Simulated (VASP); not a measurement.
Bi4Te3: single point with PBE+D4

Crystal: Bi4Te3.

```
Bi Te
1.0
     2.22241    1.28311   13.84743
    -2.22241    1.28311   13.84743
     0.00000   -2.56622   13.84743
Bi Te
4 3
Cartesian
  0.0000 0.0000 29.6779
  0.0000 0.0000 11.8644
  0.0000 0.0000 6.0884
  0.0000 0.0000 35.4539
  0.0000 0.0000 0.0000
  0.0000 0.0000 17.5379
  0.0000 0.0000 24.0044
```

```yaml
Program: VASP 6.6.1
Task: single point
Functional: PBE
Dispersion: D4
Potentials_or_basis: VASP PAW PBE potentials, release 64 (Bi_d, Te)
Cutoff: 520 eV
k_mesh: 6 × 6 × 6
Occupations: fermi-dirac, width 0.02 eV
Spin: no spin polarisation
Dipole_correction: no
Further_INCAR_settings: ALGO = Normal; EDIFF = 1e-06; NBANDS = 48
```

- Pressure: 0.0 GPa
- Largest force: 0.007 eV/Å
- Band gap on the k mesh: 0.17 eV (least direct gap 0.23 eV)
- Dispersion energy per atom: -0.498 eV

Forces in eV/Å, atoms in the order of the input:
```
Bi   0.000  0.000 -0.004
Bi   0.000  0.000  0.004
Bi   0.000  0.000 -0.006
Bi   0.000  0.000  0.006
Te   0.000  0.000  0.000
Te   0.000  0.000  0.007
Te   0.000  0.000 -0.007
```

Levels at points of the mesh, in eV from the valence-band top:
```
           k point  band 37  band 38  band 39  band 40  band 41  band 42
(0.00, 0.00, 0.00)    -0.57    -0.57    -0.36     0.55     0.55     0.87
(0.50, 0.00, 0.00)    -1.66    -1.23    -1.09     0.64     1.18     1.34
(0.50, 0.50, 0.00)    -2.25    -1.09    -0.42     0.17     0.76     1.94
(0.50, 0.50, 0.50)    -0.47    -0.47    -0.25     0.27     0.27     0.41
```

It took 45 min on 1 thread of Intel(R) Xeon(R) Platinum 8559C (Emerald Rapids), with other jobs on the host, peak memory 2 GiB.

Caveat: spin-orbit coupling is left out, which moves the levels of the heavy elements. A k mesh can miss the band edges.
